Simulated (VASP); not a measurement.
Set up this calculation in VASP 6.6.1, as the native input.

| Item | Value |
| --- | --- |
| Task | single point |
| Functional | PBE |
| Potentials or basis | VASP PAW PBE potentials, release 64 (Ca_sv, W_sv) |
| Cutoff | 520 eV |
| k mesh | 10 × 10 × 10 |
| Occupations | gaussian, width 0.1 eV |
| Spin | no spin polarisation |
| Dipole correction | no |
| Further INCAR settings | ALGO = Fast; EDIFF = 1e-06; NBANDS = 30 |

The structure of Ca3W lies in POSCAR:

```
Ca3W
1.0
    4.8374808237      0.0000000000      0.0000000000
    0.0000000000      4.8374808237      0.0000000000
    0.0000000000      0.0000000000      4.8374808237
Ca W
3 1
Direct
    0.0000000000      0.5000000000      0.5000000000
    0.5000000000      0.0000000000      0.5000000000
    0.5000000000      0.5000000000      0.0000000000
    0.0000000000      0.0000000000      0.0000000000
```

One way to write it, as run:

INCAR

```
PREC = Accurate
ENCUT = 520
EDIFF = 1E-6
ISMEAR = 0
SIGMA = 0.1
LREAL = F
LASPH = T
NELM = 60
ALGO = Fast
ISIF = 2
LWAVE = F
LCHARG = F
GGA = PE
NBANDS = 30
```

KPOINTS

```
regular mesh
0
Gamma
  10 10 10
```

Potentials or basis: VASP PAW PBE potentials, release 64 (Ca_sv, W_sv).

Run with:

```bash
$ cat potpaw_PBE.64/Ca_sv/POTCAR potpaw_PBE.64/W_sv/POTCAR > POTCAR
$ mpirun -np 1 vasp_std > vasp.out
```

It gave:

```yaml
Pressure: 0.0 GPa
Band_gap_on_the_k_mesh: zero (bands 22 and 23 overlap by 1.13 eV)
```

Caveat: spin-orbit coupling is left out, which moves the levels of the heavy elements.

Wall time 4.8 min on 1 thread of AMD EPYC 7R43 64-Core Processor (Zen 3), on a shared host, peak memory 0.27 GiB.
